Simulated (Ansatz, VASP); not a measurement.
## Two plane-wave programs on Ta3N

```
Ta N
1.0
     3.06317    0.00000    0.00000
    -1.53159    2.65279    0.00000
     0.00000    0.00000    7.35468
Ta N
3 1
Direct
  0.00000 0.00000 0.50000
  0.33333 0.66667 0.17360
  0.66667 0.33333 0.82640
  0.00000 0.00000 0.00000
```

Alike in both runs: task single point; functional PBE; k mesh 24 × 24 × 8; occupations gaussian, width 0.15 eV; no spin polarisation.

|  | VASP | Ansatz |
| --- | --- | --- |
| version | VASP 6.6.1 | Ansatz 0.2.0 |
| potentials or method | VASP PAW PBE potentials, release 64 (Ta_pv, N), cutoff 520 eV | scalar-relativistic, plane waves, PAW |
| valence electrons in the cell | 38 | 44 |

```csv
,VASP,Ansatz,Ansatz less VASP
gap on the k mesh at the Fermi level (eV),none,none,-
pressure (GPa),0.4,0.1,-0.31
"traceless stress, the component that is largest in VASP (GPa)",3.27,3.29,+0.016
rms of the force components (eV/Å),0.093,0.113,+0.0204
```

Atom by atom the forces differ by 0.020 eV/Å (rms over components). A gap of «none» marks a metal or a gap that the smearing closes. VASP's potentials hold 38 valence electrons a cell and Ansatz's 44, so a difference there can come from the potentials and not from the codes.

Neither program's run includes spin-orbit coupling.
